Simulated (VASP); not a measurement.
Zn:

```
Zn
1.0
     0.00000    2.71000    2.71000
     2.71000    0.00000    2.71000
     2.71000    2.71000    0.00000
Zn
2
Direct
  0.00000 0.00000 0.00000
  0.25000 0.25000 0.25000
```

```yaml
Program: VASP 6.6.1
Task: relaxation of cell and atoms
Functional: PBE
Potentials_or_basis: VASP PAW PBE potentials, release 64 (Zn)
Cutoff: 600 eV
k_mesh: 7 × 7 × 7
Occupations: fermi-dirac, width 0.05 eV
Spin: no spin polarisation
```

At the start: pressure 10.3 GPa; volume 19.90 Å³/atom.

Problem. Where does the relaxation end?

Solution. Over 4 steps the energy falls by 134.6 meV/atom and the volume is 25.08 Å³/atom (+26.0 %); space group Fd-3m (No. 227, to 0.05 Å).

Step by step:
| step | energy change (eV) | largest force (eV/Å) | pressure (GPa) | volume (Å³) |
| --- | --- | --- | --- | --- |
| 1 | 0.0000 | 0.0000 | 10.32 | 39.81 |
| 2 | -0.2582 | 0.0000 | 1.51 | 47.65 |
| 3 | -0.2680 | 0.0000 | -0.45 | 50.96 |
| 4 | -0.2692 | 0.0000 | -0.03 | 50.15 |

Final structure:
```
CELL_PARAMETERS angstrom
0.00000 2.92698 2.92698
2.92698 0.00000 2.92698
2.92698 2.92698 0.00000
ATOMIC_POSITIONS crystal
Zn 0.00000 0.00000 0.00000
Zn 0.25000 0.25000 0.25000
```

Caveat: the volume moved by over 15 % at a fixed basis, so the end points are rough.
